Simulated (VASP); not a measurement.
A run of VASP 6.6.1 is set up as follows.

INCAR

```
ALGO     = Normal         # electronic algorithm
EDIFF    = 1E-6           # SCF threshold, eV
ENCUT    = 500            # plane-wave cutoff, eV
GGA      = PS             # functional
GGA_COMPAT= False        
ISIF     = 2              # what is computed and relaxed
ISMEAR   = 0              # smearing method
LASPH    = True           # aspherical terms in the spheres
LCHARG   = True           # write CHGCAR
LELF     = True           # ELF
LREAL    = False          # projectors in reciprocal space
LVHAR    = True         
LWAVE    = False          # write WAVECAR
NBANDS   = 15             # bands
NELM     = 120            # most SCF steps
PREC     = Accurate       # precision mode
SIGMA    = 0.01           # smearing width, eV
```

KPOINTS

```
k-points
0
Gamma
  4 4 4
```

File POSCAR:

```
KCl
1.0
    3.8391960000      0.0000000000      0.0000000000
    0.0000000000      3.8391960000      0.0000000000
    0.0000000000      0.0000000000      3.8391960000
K Cl
1 1
Direct
    0.0000000000      0.0000000000      0.0000000000
    0.5000000000      0.5000000000      0.5000000000
```

Potentials or basis: VASP PAW PBE potentials, release 64 (K_sv, Cl).

Command:

```console
$ cat potpaw_PBE.64/K_sv/POTCAR potpaw_PBE.64/Cl/POTCAR > POTCAR
$ mpirun -np 1 vasp_std > vasp.out
```

(1) Estimate the band gap on the k mesh.

(2) Estimate the pressure.

Answers

(1) 4.62 eV, indirect (least direct gap 4.82 eV).

(2) -1.4 GPa.

Caveat: the PAW data sets were made with another functional, which shifts forces and pressure a little.
